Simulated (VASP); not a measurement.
# W in VASP: relaxation of the atoms with PBE

Aim: the relaxation of the atoms of W with PBE.

Everything below comes from runs of VASP 6.6.1. Logs are shortened: lines on timing, memory, paths and dates and some standing lists are left out, and cuts for length are marked.

## 1. The cell of the first run

The cell holds a slab with vacuum, 3 atoms: a = 2.757 Å, b = 2.757 Å, c = 17.502 Å, α = 90.00°, β = 90.00°, γ = 109.47°.

## 2. Relaxation of the atoms, PBE

The input, INCAR:

```
  ALGO = Normal
  DIPOL = 0.5 0.5 0.500
  EDIFF = 1E-7
  EDIFFG = -0.01
  ENCUT = 450
  GGA = PE
  GGA_COMPAT = False
  IBRION = 2
  IDIPOL = 3
  ISIF = 2
  ISMEAR = -1
  LASPH = True
  LCHARG = False
  LDIPOL = True
  LREAL = False
  LWAVE = False
  NELM = 120
  NELMDL = -8
  NELMIN = 4
  NSW = 60
  PREC = Accurate
  SIGMA = 0.1
```

The input, KPOINTS:

```
k-points
0
Gamma
  13 13 1
```

The input, POSCAR:

```
W
1.0
    2.7570193916      0.0000000000      0.0000000000
   -0.9190064639      2.5993428103      0.0000000000
    0.0000000000      0.0000000000     17.5022000000
W
3
Direct
    0.0000000000      0.0000000000      0.3713820602
    0.5000000000      0.5000000000      0.5000000000
    0.0000000000      0.0000000000      0.6286179398
```

Potentials or basis: VASP PAW PBE potentials, release 64 (W_sv).

Command:

```
$ cat potpaw_PBE.64/W_sv/POTCAR > POTCAR
$ mpirun -np 1 vasp_std > vasp.out
```

OUTCAR:

```text
EDIFF = 1E-7
   EDIFFG = -0.01
   ENCUT = 450
   GGA = PE
   IBRION = 2
   ISIF = 2
   ISMEAR = -1
   LASPH = True
   LREAL = False
   NELM = 120
   NELMDL = -8
   NELMIN = 4
   NSW = 60
   PREC = Accurate

 ion  position               nearest neighbor table
   1  0.000  0.000  0.371-   2 2.76   2 2.76   2 3.18   2 3.18
   2  0.500  0.500  0.500-   1 2.76   3 2.76   1 2.76   3 2.76   1 3.18   3 3.18   1 3.18   3 3.18

   3  0.000  0.000  0.629-   2 2.76   2 2.76   2 3.18   2 3.18

  LATTYP: Found a base centered orthorhombic cell.
 ALAT       =     3.1835317759
 B/A-ratio  =     1.4142135624
 C/A-ratio  =     5.4977305811

  Lattice vectors:

 A1 = (   2.7570193916,   0.0000000000,   0.0000000000)
 A2 = (  -0.9190064639,   2.5993428103,   0.0000000000)
 A3 = (   0.0000000000,   0.0000000000,  17.5022000000)

Analysis of symmetry for initial positions (statically):
=====================================================================
 Subroutine PRICEL returns:
 Original cell was already a primitive cell.

 Routine SETGRP: Setting up the symmetry group for a
 base centered orthorhombic supercell.

 Subroutine GETGRP returns: Found  8 space group operations
 (whereof  8 operations were pure point group operations)
 out of a pool of  8 trial point group operations.

The static configuration has the point symmetry D_2h.

Analysis of symmetry for dynamics (positions and initial velocities):
=====================================================================
 Subroutine PRICEL returns:
 Original cell was already a primitive cell.

 Routine SETGRP: Setting up the symmetry group for a
 base centered orthorhombic supercell.

 Subroutine GETGRP returns: Found  8 space group operations
 (whereof  8 operations were pure point group operations)
 out of a pool of  8 trial point group operations.

The dynamic configuration has the point symmetry D_2h.

 Subroutine INISYM returns: Found  8 space group operations
 (whereof  8 operations are pure point group operations),
 and found     1 'primitive' translations

----------------------------------------------------------------------------------------

                                     Primitive cell

  volume of cell :     125.4284

  direct lattice vectors                    reciprocal lattice vectors
     2.757019392  0.000000000  0.000000000     0.362710543  0.128237542  0.000000000
    -0.919006464  2.599342810  0.000000000     0.000000000  0.384712627  0.000000000
     0.000000000  0.000000000 17.502200000     0.000000000  0.000000000  0.057135674

  length of vectors
     2.757019392  2.757019392 17.502200000     0.384712627  0.384712627  0.057135674

  position of ions in fractional coordinates (direct lattice)
     0.000000000  0.000000000  0.371382060
     0.500000000  0.500000000  0.500000000
     0.000000000  0.000000000  0.628617940

  ion indices of the primitive-cell ions
   primitive index   ion index
                 1           1
                 2           2
                 3           3

----------------------------------------------------------------------------------------

 KPOINTS: k-points

Automatic generation of k-mesh.
 Grid dimensions read from file:
 generate k-points for:   13   13    1

 Generating k-lattice:

  Cartesian coordinates                     Fractional coordinates (reciprocal lattice)
     0.027900811  0.009864426  0.000000000     0.076923077  0.000000000  0.000000000
     0.000000000  0.029593279  0.000000000     0.000000000  0.076923077  0.000000000
     0.000000000  0.000000000  0.057135674     0.000000000  0.000000000  1.000000000

  Length of vectors
     0.029593279  0.029593279  0.057135674

  Shift w.r.t. Gamma in fractional coordinates (k-lattice)
     0.000000000  0.000000000  0.000000000

 Subroutine IBZKPT returns following result:
 ===========================================

 Found     49 irreducible k-points:

 Following reciprocal coordinates:
            Coordinates               Weight
  0.000000  0.000000  0.000000      1.000000
  0.076923  0.000000  0.000000      4.000000
  0.153846  0.000000  0.000000      4.000000
  0.230769  0.000000  0.000000      4.000000
  0.307692  0.000000  0.000000      4.000000
  0.384615 -0.000000  0.000000      4.000000
[... 16 lines left out ...]
  0.384615  0.153846  0.000000      4.000000
  0.461538  0.153846  0.000000      4.000000
 [... further k-points ...]
   k-points           NKPTS =     49   k-points in BZ     NKDIM =     49   number of bands    NBANDS=     25
   number of dos      NEDOS =    301   number of ions     NIONS =      3
   total plane-waves  NPLWV =  50400
   dimension x,y,z NGX =    20 NGY =   20 NGZ =  126
   dimension x,y,z NGXF=    40 NGYF=   40 NGZF=  252
   ions per type =               3
   NGX,Y,Z   is equivalent  to a cutoff of  12.06, 12.06, 11.97 a.u.
   NGXF,Y,Z  is equivalent  to a cutoff of  24.12, 24.12, 23.94 a.u.
 SYSTEM =  unknown system
   PREC   = accura    normal or accurate (medium, high low for compatibility)
   ISTART =      0    job   : 0-new  1-cont  2-samecut
   ICHARG =      2    charge: 1-file 2-atom 10-const
   ISPIN  =      1    spin polarized calculation?
   LNONCOLLINEAR =      F non collinear calculations
   LSORBIT =      F    spin-orbit coupling
   LASPH  =      T    aspherical Exc in radial PAW
   ENCUT  =  450.0 eV  33.07 Ry    5.75 a.u.   4.77  4.77 30.27*2*pi/ulx,y,z
   NELM   =    120;   NELMIN=  4; NELMDL= -8     # of ELM steps
   EDIFF  = 0.1E-06   stopping-criterion for ELM
   LREAL  =      F    real-space projection
   EDIFFG = -.1E-01   stopping-criterion for IOM
   NSW    =     60    number of steps for IOM
   IBRION =      2    ionic relax: 0-MD 1-quasi-New 2-CG
   NFREE  =      1    steps in history (QN), initial steepest desc. (CG)
   ISIF   =      2    stress and relaxation
   ISYM   =      2    0-nonsym 1-usesym 2-fastsym
   POTIM  = 0.5000    time-step for ionic-motion
   TEBEG  =    0.0;   TEEND  =   0.0 temperature during run
   PSTRESS=    0.0 pullay stress
   NELECT =      42.0000    total number of electrons
   NUPDOWN=      -1.0000    fix difference up-down
   EMIN   =  10.00;   EMAX   =-10.00  energy-range for DOS
   EFERMI =   0.00;   METHOD = LEGACY
   ISMEAR =    -1;   SIGMA  =   0.10  broadening in eV -4-tet -1-fermi 0-gaus
   EFERMI_NEDOS =   21; number of points for ismear=-14 and -15
   IALGO  =     38    algorithm
   IMIX   =      4    mixing-type and parameters
     AMIX     =   0.40;   BMIX     =  1.00
     AMIX_MAG =   1.60;   BMIX_MAG =  1.00
  volume/ion in A,a.u.               =      41.81       282.14
  Fermi-wavevector in a.u.,A,eV,Ry     =   1.136822  2.148283 17.583693  1.292365
  Thomas-Fermi vector in A             =   2.273527
   LORBIT       =      0    0 simple, 1 ext, 2 COOP (PROOUT), +10 PAW based schemes
   GGA     = PE    functional components
   LHFCALC =     F    Hartree Fock is set to
   AEXX    =    0.0000 exact exchange contribution
   IVDW    =     0    specifies the selected vdW correction
   LEPSILON=     F    determine dielectric tensor
   LRPA    =     F    only Hartree local field effects (RPA)
 conjugate gradient relaxation of ions
 non-spin polarized calculation
  energy-cutoff  :      450.00
  volume of cell :      125.43
 maximum number of plane-waves:      2754
   NGX =  9   NGY =  9   NGZ = 61

--------------------------------------- Ionic step        1  -------------------------------------------

 number of electron      42.0000010 magnetization

 Free energy of the ion-electron system (eV)
  ---------------------------------------------------
  ext. energy  EPLUGINS =         0.00000000
  ---------------------------------------------------
  free energy    TOTEN  =       -35.87469580 eV

  energy without entropy =      -35.78201163  energy(sigma->0) =      -35.82835372

------------------------ aborting loop because EDIFF is reached ----------------------------------------

  FORCE on cell =-STRESS in cart. coord.  units (eV):
  Direction    XX          YY          ZZ          XY          YZ          ZX
  --------------------------------------------------------------------------------------
  -------------------------------------------------------------------------------------
  Total       -4.6562204     -5.1897880     -2.7248574     -0.7545786      0.0000000      0.0000000
  in kB      -59.4768675    -66.2924664    -34.8063388     -9.6387124      0.0000000      0.0000000
  external PRESSURE =     -53.5252242 kB  Pullay stress =       0.0000000 kB
[... 55 lines left out ...]
  FREE ENERGIE OF THE ION-ELECTRON SYSTEM (eV)
  ---------------------------------------------------
  free  energy   TOTEN  =       -35.9022190127 eV

  energy  without entropy=      -35.8117398839  energy(sigma->0) =      -35.85697945

 dipolmoment           0.000000      0.000000      0.000000 electrons x Angstroem

--------------------------------------- Ionic step        3  -------------------------------------------

 number of electron      42.0000010 magnetization

 dipolmoment           0.000000      0.000000     -0.000000 electrons x Angstroem

 Free energy of the ion-electron system (eV)
  ---------------------------------------------------
  ext. energy  EPLUGINS =         0.00000000
  ---------------------------------------------------
  free energy    TOTEN  =       -35.91518419 eV

  energy without entropy =      -35.82662890  energy(sigma->0) =      -35.87090655

 E-fermi :   1.4062     XC(G=0):  -6.3776

 val. band max:        1.3841716572   @ k =  -0.4615   0.4615   0.0000
 cond. band min:       1.4223031411   @ k =   0.4615   0.3077   0.0000
 fundamental gap:      0.0381314839
 Fermi energy:         1.4061599204

 k-point     1 :       0.0000    0.0000    0.0000
  band No.  band energies     occupation
      1     -72.7374      2.00000
      2     -72.5651      2.00000
      3     -72.5470      2.00000
      4     -37.4326      2.00000
      5     -36.9405      2.00000
      6     -36.6919      2.00000
[... 661 lines left out ...]
     24       3.7080      0.00000
     25       3.7354      0.00000

 [... further k-points ...]

------------------------ aborting loop because EDIFF is reached ----------------------------------------

 vacuum level on the upper side and lower side of the slab       (xc-potential included)        -0.172        -0.172

  FORCE on cell =-STRESS in cart. coord.  units (eV):
  Direction    XX          YY          ZZ          XY          YZ          ZX
  --------------------------------------------------------------------------------------
  -------------------------------------------------------------------------------------
  Total       -3.3170821     -3.8670034     -0.0583055     -0.7777062      0.0000000      0.0000000
  in kB      -42.3712017    -49.3956967     -0.7447738     -9.9341362      0.0000000      0.0000000
  external PRESSURE =     -30.8372241 kB  Pullay stress =       0.0000000 kB

 VOLUME and BASIS-vectors are now :
 -----------------------------------------------------------------------------
  energy-cutoff  :      450.00
  volume of cell :      125.43
      direct lattice vectors                 reciprocal lattice vectors
     2.757019392  0.000000000  0.000000000     0.362710543  0.128237542  0.000000000
    -0.919006464  2.599342810  0.000000000     0.000000000  0.384712627  0.000000000
     0.000000000  0.000000000 17.502200000     0.000000000  0.000000000  0.057135674
[... 9 lines left out ...]
  FREE ENERGIE OF THE ION-ELECTRON SYSTEM (eV)
  ---------------------------------------------------
  free  energy   TOTEN  =       -35.9151841934 eV

  energy  without entropy=      -35.8266288995  energy(sigma->0) =      -35.87090655

 reached required accuracy - stopping structural energy minimisation

 vacuum level on the upper side and lower side of the slab         6.063         6.063
```

Wall time 3.2 min (1 thread of Intel Xeon 6975P-C (Granite Rapids), shared host); peak memory 0.26 GiB.

Results:

```yaml
Free_energy: -35.9152 eV
Energy_gained_by_relaxing: 13.5 meV/atom
Ionic_steps: 3
Largest_force_after_relaxing: 0.006 eV/Å
Band_gap_on_the_k_mesh: zero (bands 21 and 22 overlap by 1.77 eV)
```

Forces on the atoms (eV/Å):
```
W    0.000  0.000  0.006
W    0.000  0.000  0.000
W    0.000  0.000 -0.006
```

Step by step:
```
step  energy change (eV)  largest force (eV/Å)  pressure (GPa)
   1              0.0000                0.5983           -5.35
   2             -0.0275                0.3499           -4.38
   3             -0.0405                0.0063           -3.08
```

Final structure:
```cif
data_structure
_symmetry_space_group_name_H-M 'P 1'
_symmetry_Int_Tables_number 1
_cell_length_a 2.7570
_cell_length_b 2.7570
_cell_length_c 17.5022
_cell_angle_alpha 90.000
_cell_angle_beta 90.000
_cell_angle_gamma 109.471
_cell_volume 125.43
loop_
_atom_site_label
_atom_site_type_symbol
_atom_site_fract_x
_atom_site_fract_y
_atom_site_fract_z
_atom_site_occupancy
W1 W 0.00000 0.00000 0.37507 1
W2 W 0.50000 0.50000 0.50000 1
W3 W 0.00000 0.00000 0.62493 1
```

Caveat: spin-orbit coupling is left out, which moves the levels of the heavy elements.

The gap in the log of VASP goes by the Fermi energy; the results here count the filled bands.